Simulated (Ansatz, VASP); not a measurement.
# Two plane-wave programs on WC

```
W C
1.0
     2.89820    0.00000    0.00000
    -1.44910    2.50991    0.00000
     0.00000    0.00000    2.91634
W C
1 1
Direct
  0.00000 0.00000 0.00000
  0.66667 0.33333 0.50000
```

Change from the starting cell: z stretched by +3 %, ions relaxed.

Alike in both runs: functional PBE; k mesh 18 × 18 × 16; occupations fermi-dirac, width 0.05 eV; collinear spin.

Ansatz relaxed the structure, and its values are those at the end. VASP's run is a single point on that final structure, the one shown.

```csv
,VASP,Ansatz
version,VASP 6.6.1,Ansatz 0.2.0
potentials or method,"VASP PAW PBE potentials, release 64 (W_sv, C)","plane-wave PAW, scalar-relativistic"
plane-wave cutoff (eV),520,420
valence electrons in the cell,18,18
```

Ansatz gave:

```
pressure (GPa)           : -4.0
net moment per atom (μB) : 0.00
```

Problem. Estimate VASP's values.

Solution. Pressure (GPa): -2.9; net moment per atom (μB): 0.00.

Ansatz's warnings: seeded moment not kept, stress scf threshold loose.

Spin-orbit coupling is off throughout.
